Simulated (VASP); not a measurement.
Here is a VASP 6.6.1 calculation.

File POSCAR:

```
Al3Cu2
1.0
    4.0472680556      0.0074024528      0.0200421321
   -2.0172233156      3.4831102312     -0.0120505430
    0.0244543287     -0.0028593368      4.9807017204
Al Cu
3 2
Direct
   -0.0008572511     -0.0022964813     -0.0037870460
    0.3239394096      0.6152035583      0.3246428018
    0.6361111384      0.3216370404      0.6524015193
    0.2936928577      0.6558659016      0.8549848793
    0.6488481480      0.2910866889      0.1295631523
```

INCAR.step1

```
  ALGO = Normal
  EDIFF = 1E-4
  ENCUT = 520
  GGA = PE
  ISMEAR = 0
  LASPH = True
  LCHARG = False
  LREAL = False
  LWAVE = True
  NBANDS = 24
  NELM = 100
  PREC = Accurate
  SIGMA = 0.1
```

The input INCAR.step2:

```
  ALGO = Normal
  EDIFF = 1E-6
  ENCUT = 520
  ISIF = 2
  ISMEAR = 0
  ISTART = 1
  LASPH = True
  LCHARG = True
  LELF = True
  LMIXTAU = True
  LREAL = False
  LVHAR = True
  LWAVE = False
  METAGGA = R2SCAN
  NBANDS = 24
  NELM = 100
  PREC = Accurate
  SIGMA = 0.1
```

KPOINTS

```
k-points
0
Gamma
  6 6 4
```

Potentials or basis: VASP PAW PBE potentials, release 64 (Al, Cu).

Run with:

```bash
$ cat potpaw_PBE.64/Al/POTCAR potpaw_PBE.64/Cu/POTCAR > POTCAR
$ cp INCAR.step1 INCAR
$ mpirun -np 1 vasp_std > vasp.out
$ cp INCAR.step2 INCAR
$ mpirun -np 1 vasp_std > vasp.out
```

Predict the largest force.

1.699 eV/Å.

Predict the pressure.

7.3 GPa.

Forces in eV/Å, atoms in the order of the input:
```
Al  -0.577 -0.943 -0.162
Al  -0.484  0.525  1.532
Al   0.297 -0.087 -1.114
Cu   0.680  0.023 -1.557
Cu   0.084  0.483  1.302
```

Caveat: the PAW data sets were made with another functional, which shifts forces and pressure a little.
